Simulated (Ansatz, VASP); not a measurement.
Two plane-wave programs on ZnO

```xyz
4
Lattice="3.2493 0.0000 0.0000 -1.6247 2.8140 0.0000 0.0000 0.0000 5.2057" Properties=species:S:1:pos:R:3 pbc="T T T"
Zn    1.6247    0.9380    0.0000
Zn    0.0000    1.8760    2.6029
O     0.0000    1.8760    4.5759
O     1.6247    0.9380    1.9730
```

Alike in both runs: functional revPBE; k mesh 9 × 9 × 5; occupations fermi-dirac, width 0.05 eV; no spin polarisation.

|  | VASP | Ansatz |
| --- | --- | --- |
| version | VASP 6.6.1 | Ansatz 0.2.0 |
| potentials or method | VASP PAW PBE potentials, release 64 (Zn, O) | Ansatz PAW |
| plane-wave cutoff (eV) | 520 | 420 |
| valence electrons in the cell | 36 | 36 |
| task | single point | band structure |

VASP gave:

```
gap on the k mesh at the Fermi level (eV)                     : 0.86
least direct gap on the mesh (eV)                             : 0.86
pressure (GPa)                                                : 9.4
traceless stress, the component that is largest in VASP (GPa) : 1.15
rms of the force components (eV/Å)                            : 0.046
```

Estimate Ansatz's values.

gap on the k mesh at the Fermi level (eV): 0.88; least direct gap on the mesh (eV): 0.88; pressure (GPa): 8.3; traceless stress, the component that is largest in VASP (GPa): 1.11; rms of the force components (eV/Å): 0.043.

VASP's potentials were made for PBE, not for revPBE. Atom by atom the forces differ by 0.002 eV/Å (rms over components).
